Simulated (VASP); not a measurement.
Set up this calculation in VASP 6.6.1, as the native input.

| Item | Value |
| --- | --- |
| Task | single point |
| Functional | PBE |
| Potentials or basis | VASP PAW PBE potentials, release 64 (Os, F) |
| Cutoff | 520 eV |
| k mesh | 4 × 4 × 1 |
| Occupations | gaussian, width 0.1 eV |
| Spin | no spin polarisation |
| Dipole correction | no |
| Further INCAR settings | ALGO = Normal; EDIFF = 1e-06; NBANDS = 64 |

The structure of Os12F lies in POSCAR:

```
Os12F
1.0
    5.4800000000      0.0000000000      0.0000000000
    2.7400000000      4.7458190000      0.0000000000
    0.0000000000      0.0000000000     17.3264600000
Os F
12 1
Direct
    0.0000000000      0.0000000000      0.0577152000
    0.5000000000      0.0000000000      0.0577152000
    0.0000000000      0.5000000000      0.0577152000
    0.5000000000      0.5000000000      0.0577152000
   -0.1665501268      0.3331219948      0.1788071544
    0.3319423812      0.3361410348      0.1815874742
   -0.1657764779      0.8337359923      0.1788287182
    0.3320729329      0.8337173678      0.1788306003
    0.0003585215     -0.0006866065      0.2992295518
    0.4996369682      0.0007226463      0.2990636886
   -0.0117691590      0.5019810598      0.3008789826
    0.5097865998      0.5020133954      0.3008571220
    0.7246096991      0.5503620677      0.4046050973
```

These files were run (other wordings do the same):

INCAR

```
PREC = Accurate
ENCUT = 520
EDIFF = 1E-6
ISMEAR = 0
SIGMA = 0.1
LREAL = False
LASPH = True
NELM = 100
ALGO = Normal
ISIF = 2
LWAVE = False
LCHARG = False
GGA = PE
NBANDS = 64
```

KPOINTS

```
Automatic mesh
0
Gamma
  4 4 1
```

Potentials or basis: VASP PAW PBE potentials, release 64 (Os, F).

Run with:

```sh
$ cat potpaw_PBE.64/Os/POTCAR potpaw_PBE.64/F/POTCAR > POTCAR
$ mpirun -np 1 vasp_std > vasp.out
```

Results of the run:

- Largest force: 0.100 eV/Å
- Band gap on the k mesh: zero (an odd number of electrons rules out a gap without spin polarisation)

Caveat: there is no dipole correction, which matters where the two faces differ; spin-orbit coupling is left out, which moves the levels of the heavy elements.

Run time: 16 min on 1 thread of Intel(R) Xeon(R) Platinum 8259CL CPU @ 2.50GHz (Skylake/Cascade Lake), on a shared host, peak memory 0.67 GiB.
